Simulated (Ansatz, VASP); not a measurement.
# One calculation of BN, two programs

The input INCAR:

```
SYSTEM = BN
ALGO = Normal ; EDIFF = 1E-6
ENCUT = 520 ; ISIF = 2
ISMEAR = 0 ; LASPH = .True.
LCHARG = .False. ; LREAL = .False.
LWAVE = .False. ; NBANDS = 16
NELM = 80 ; PREC = Accurate
SIGMA = 0.05
```

KPOINTS

```
k-points
0
Gamma
  12 12 4
  0 0 0
```

Contents of POSCAR:

```
BN
1.0
    2.5489052835      0.0000000000      0.0000000000
   -1.2744526418      2.2074167274      0.0000000000
    0.0000000000      0.0000000000      6.0414153030
B N
2 2
Direct
    0.3333333333      0.6666666667      0.2500000000
    0.6666666667      0.3333333333      0.7500000000
    0.3333333333      0.6666666667      0.7500000000
    0.6666666667      0.3333333333      0.2500000000
```

Input for Ansatz:

```yaml
crystal:
  lattice:
    - [2.5489052835, 0.0, 0.0]
    - [-1.2744526418, 2.2074167274, 0.0]
    - [0.0, 0.0, 6.041415303]
  atoms:
    - { symbol: B, position: [0.3333333333, 0.6666666667, 0.25] }
    - { symbol: B, position: [0.6666666667, 0.3333333333, 0.75] }
    - { symbol: "N", position: [0.3333333333, 0.6666666667, 0.75] }
    - { symbol: "N", position: [0.6666666667, 0.3333333333, 0.25] }
basis:
  ecutwfc: 520.0
kpoints:
  mp_grid: { grid: [12, 12, 4] }
hamiltonian:
  xc: lda
  pseudopotentials: { kind: paw, azcp: { folder: soft_1 } }
scf:
  occupations: { method: gaussian, width: 0.05 }
output:
  forces: true
  stress: true
  eigenvalues: true
```

Alike in both runs: task single point; functional LDA; k mesh 12 × 12 × 4; occupations gaussian, width 0.05 eV; no spin polarisation.

```csv
,VASP,Ansatz
version,VASP 6.6.1,Ansatz 0.2.0
potentials or method,"VASP PAW LDA potentials, release 64 (B, N), cutoff 520 eV","scalar-relativistic, plane waves, PAW"
valence electrons in the cell,16,16
```

|  | VASP | Ansatz | Ansatz less VASP |
| --- | --- | --- | --- |
| gap on the k mesh at the Fermi level (eV) | 3.83 | 3.84 | +0.010 |
| least direct gap on the mesh (eV) | 4.08 | 4.09 | +0.010 |
| pressure (GPa) | -15.9 | -16.5 | -0.59 |
| traceless stress, the component that is largest in VASP (GPa) | 18.40 | 19.16 | +0.761 |

Ansatz warns that its potentials were made for another functional, while VASP's fit it. LDA's correlation is that of Perdew and Zunger in VASP and of Perdew and Wang (1992) in Ansatz.
